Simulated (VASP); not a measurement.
# TiSi5 in VASP: notebook, part 2 of 2

VASP 6.6.1. Earlier steps stand in the parts before.

**4. Single point, PBE**

The input, INCAR:

```
ALGO = Normal
EDIFF = 1E-6
ENCUT = 400
GGA = PE
GGA_COMPAT = F
ISIF = 2
ISMEAR = -1
ISYM = -1
LASPH = T
LCHARG = T
LELF = T
LREAL = Auto
LVHAR = T
LWAVE = F
NBANDS = 82
NELM = 120
PREC = Accurate
SIGMA = 0.05
```

The input, KPOINTS:

```
explicit points
1
Reciprocal
  0.25000000   0.25000000   0.25000000 1
```

The input, POSCAR:

```
TiSi5
1.0
    7.3792880000     -0.0073480000     -0.0270630000
   -0.0073480000      7.1740870000     -0.0200730000
   -0.0270630000     -0.0200730000      7.3139990000
Si Ti
20 4
Direct
    0.8729136799      0.8294356526     -0.0537357300
    0.5703867010      0.6286153931      0.2182194135
    0.2014992711      0.8716782209      0.4750050378
    0.9896958174      0.1425189320      1.0624187835
    0.7534684505      0.2025768710      0.3266881008
    0.5750834547      0.7508790945      0.5328668871
    0.5293030721      0.6467990550      0.8839422492
    0.1589192862      0.4811735415      0.0458381836
    0.5848369122      0.3980401938      0.6680415601
    0.4536744377      0.1272899721      0.4538302347
    0.0981652670      0.1710274028      0.3975563409
    0.2728729172      0.3516119274      0.7498872595
    0.2795331399      0.7767284795      0.1468478839
    0.9468677842      0.5393931103      0.3074535997
    0.4681433945      0.3131844001      0.1416936091
    1.0616252129      1.0418596977      0.7365262168
    0.8980989736      0.7096427410      0.5891262648
    0.8180164673      0.8722690932      0.2928599029
    0.4052135741      1.0487614103      0.9172067268
    0.7313837244      0.1283830149      0.8277641917
    0.3083401240      0.4967713087      0.3971954739
    0.7906570062      0.4646758902      0.9965384176
    0.1873288668      0.7176019183      0.7979425625
    0.9246825237      0.3520482141      0.6182906707
```

Potentials or basis: VASP PAW PBE potentials, release 64 (Si, Ti_sv).

The run is started by

```bash
$ cat potpaw_PBE.64/Si/POTCAR potpaw_PBE.64/Ti_sv/POTCAR > POTCAR
$ mpirun -np 1 vasp_std > vasp.out
```

OUTCAR:

```text
EDIFF = 1E-6
   ENCUT = 400
   GGA = PE
   ISIF = 2
   ISMEAR = -1
   ISYM = -1
   LASPH = T
   LREAL = Auto
   NELM = 120
   PREC = Accurate

 ion  position               nearest neighbor table
   1  0.873  0.829  0.946-  20 2.54   4 2.54  16 2.58  18 2.59  23 2.69  22 2.71  17 2.75   7 2.88

   2  0.570  0.629  0.218-  15 2.44  13 2.45   6 2.46   7 2.47  21 2.53  18 2.58  22 2.58  14 2.92

   3  0.201  0.872  0.475-  11 2.35  16 2.49  13 2.56  10 2.62  23 2.62  17 2.66  21 2.86   6 2.92
                            18 3.12
   4  0.990  0.143  0.062-   1 2.54  16 2.55  20 2.56  11 2.58   5 2.65   8 2.73  22 2.78  18 2.87
[... 26 lines left out ...]
  18  0.818  0.872  0.293-   5 2.43  17 2.53  14 2.57   2 2.58   1 2.59   6 2.67   4 2.87  11 3.07
                             3 3.12
  19  0.405  0.049  0.917-  15 2.54  20 2.56  12 2.68  13 2.75  16 2.85  23 2.99   7 3.04
  20  0.731  0.128  0.828-   9 2.51   1 2.54   4 2.56  19 2.56  16 2.61  24 2.65  22 2.74
  21  0.308  0.497  0.397-   2 2.53  15 2.57  13 2.73  14 2.76   8 2.79  12 2.80  11 2.80   6 2.85
                             3 2.86  10 2.89   9 2.92
  22  0.791  0.465  0.997-   7 2.47   2 2.58  14 2.59   1 2.71  20 2.74   8 2.74   4 2.78  15 2.83
                             9 2.87
  23  0.187  0.718  0.798-   8 2.50  16 2.55  17 2.62   3 2.62   7 2.65  13 2.67   1 2.69  12 2.72
                            19 2.99
  24  0.925  0.352  0.618-  11 2.44   9 2.56  17 2.58  16 2.60  20 2.65  14 2.65   5 2.69  12 2.74

IMPORTANT INFORMATION: All symmetrisations will be switched off!
NOSYMM: (Re-)initialisation of all symmetry stuff for point group C_1.

----------------------------------------------------------------------------------------

                                     Primitive cell

  volume of cell :     387.1919

  direct lattice vectors                    reciprocal lattice vectors
     7.379288000 -0.007348000 -0.027063000     0.135516409  0.000140206  0.000501818
    -0.007348000  7.174087000 -0.020073000     0.000140206  0.139391775  0.000383074
    -0.027063000 -0.020073000  7.313999000     0.000501818  0.000383074  0.136727018

[... 110 lines left out ...]
   GGA     = PE    functional components
   LHFCALC =     F    Hartree Fock is set to
   AEXX    =    0.0000 exact exchange contribution
   IVDW    =     0    specifies the selected vdW correction
   LEPSILON=     F    determine dielectric tensor
   LRPA    =     F    only Hartree local field effects (RPA)
 non-spin polarized calculation
  energy-cutoff  :      400.00
  volume of cell :      387.19
 maximum number of plane-waves:      7030
 NGX is ok and might be reduce to    48
   NGX = 25   NGY = 23   NGZ = 23

 number of electron     128.0000004 magnetization

 Free energy of the ion-electron system (eV)
  ---------------------------------------------------
  ext. energy  EPLUGINS =         0.00000000
  ---------------------------------------------------
  free energy    TOTEN  =      -138.02743548 eV

  energy without entropy =     -138.00919110  energy(sigma->0) =     -138.01831329

 E-fermi :   8.6663     XC(G=0): -10.8084

 val. band max:        8.4636285130   @ k =   0.2500   0.2500   0.2500
 cond. band min:       8.8754649584   @ k =   0.2500   0.2500   0.2500
 fundamental gap:      0.4118364454
 Fermi energy:         8.6662602681

 k-point     1 :       0.2500    0.2500    0.2500
  band No.  band energies     occupation
      1     -48.2337      2.00000
      2     -48.2103      2.00000
      3     -48.0912      2.00000
      4     -47.9521      2.00000
      5     -24.6967      2.00000
      6     -24.6389      2.00000
[... 68 lines left out ...]
     75      10.1247      0.00000
     76      10.2216      0.00000
 [bands above 76 left out]

------------------------ aborting loop because EDIFF is reached ----------------------------------------

  FORCE on cell =-STRESS in cart. coord.  units (eV):
  Direction    XX          YY          ZZ          XY          YZ          ZX
  --------------------------------------------------------------------------------------
  -------------------------------------------------------------------------------------
  Total       -5.3568712     -9.4069177     -1.8810593     -5.0489088      5.5182912     -5.7474693
  in kB      -22.1664154    -38.9252681     -7.7837120    -20.8920853     22.8343618    -23.7826872
  external PRESSURE =     -22.9584652 kB  Pullay stress =       0.0000000 kB

 VOLUME and BASIS-vectors are now :
 -----------------------------------------------------------------------------
  energy-cutoff  :      400.00
  volume of cell :      387.19
      direct lattice vectors                 reciprocal lattice vectors
     7.379288000 -0.007348000 -0.027063000     0.135516409  0.000140206  0.000501818
    -0.007348000  7.174087000 -0.020073000     0.000140206  0.139391775  0.000383074
    -0.027063000 -0.020073000  7.313999000     0.000501818  0.000383074  0.136727018

 POSITION                                       TOTAL-FORCE (eV/Angst)
 -----------------------------------------------------------------------------------
      6.40978      5.92504      6.88070         0.039260      0.345333      0.252889
      4.19852      4.50117      1.56800         0.328285      0.293604      0.141033
      1.46766      6.24248      3.45124         0.770590     -0.620121     -0.650067
      7.30051      1.01392      0.42689         0.209927      0.787681      0.173888
      5.54973      1.44121      2.36494         0.123336      0.946087     -0.303487
      4.22377      5.37195      3.86675        -0.689126     -0.175192      0.567494
[... 16 lines left out ...]
      1.35549      5.13074      5.81668        -0.143874      0.255807     -0.153758
      6.80418      2.50642      4.49009         0.421110     -0.618808      0.791458
 -----------------------------------------------------------------------------------
    total drift:                                0.003956     -0.002176     -0.001120

  FREE ENERGIE OF THE ION-ELECTRON SYSTEM (eV)
  ---------------------------------------------------
  free  energy   TOTEN  =      -138.0274354830 eV

  energy  without entropy=     -138.0091910969  energy(sigma->0) =     -138.01831329
```

stdout:

```text
POSCAR found type information on POSCAR SiTi
 POSCAR found :  2 types and      24 ions
 scaLAPACK will be used
 LDA part: xc-table for (Slater+PW92), standard interpolation
 POSCAR, INCAR and KPOINTS ok, starting setup
 FFT: planning ... GRIDC
 FFT: planning ... GRID_SOFT
 FFT: planning ... GRID
 WAVECAR not read
 entering main loop
```

Wall time 40 s (1 thread of Intel Xeon 6975P-C (Granite Rapids), shared host); peak memory 0.31 GiB.

Results:

```
Free energy   : -138.0274 eV
Pressure      : -2.3 GPa
Largest force : 1.331 eV/Å
```

Forces in eV/Å, atoms in the order of the input:
```
Si   0.039  0.345  0.253
Si   0.328  0.294  0.141
Si   0.771 -0.620 -0.650
Si   0.210  0.788  0.174
Si   0.123  0.946 -0.303
Si  -0.689 -0.175  0.567
Si  -0.482  0.634 -0.398
Si   0.043 -0.897  0.982
Si   0.529  0.045 -0.725
Si  -0.047  0.497 -0.236
Si   0.785 -0.350 -0.785
Si  -0.197 -0.220 -0.161
Si   0.375  0.411  0.079
Si  -0.081 -0.651 -0.058
Si   0.304 -0.735  0.244
Si  -0.102  0.830  0.383
Si  -0.535  0.312  0.062
Si   0.086 -0.604 -0.824
Si  -0.495  0.315  0.087
Si   0.418 -0.632  0.201
Ti  -1.142  0.275  0.110
Ti  -0.518 -0.443  0.219
Ti  -0.144  0.256 -0.154
Ti   0.421 -0.619  0.791
```

Stress tensor (GPa, compression positive):
```
-2.22 -2.09 -2.38
-2.09 -3.89  2.28
-2.38  2.28 -0.78
```

Levels at points of the mesh, in eV from the Fermi level:
| k point | band 62 | band 63 | band 64 | band 65 | band 66 | band 67 |
| --- | --- | --- | --- | --- | --- | --- |
| (0.25, 0.25, 0.25) | -0.50 | -0.46 | -0.20 | 0.21 | 0.31 | 0.41 |

Caveat: the atoms stand as in a frame of molecular dynamics.

**5. Summary**

| cell | pressure (GPa) | largest force (eV/Å) |
| --- | --- | --- |
| as given, atomic positions A | -2.2 | 2.16 |
| as given, atomic positions B | -1.8 | 1.44 |
| as given, atomic positions C | -2.3 | 1.33 |

Alike in all rows: task single point; level PBE; potentials or basis VASP PAW PBE potentials, release 64 (Si, Ti_sv); no spin polarisation; k mesh 1 × 1 × 1, shifted; cutoff (eV) 400; smearing fermi-dirac 0.05 eV.

Caveats: the atoms stand as in a frame of molecular dynamics.

Total energies depend on the potentials used, so only differences within one code and one set of settings carry meaning.
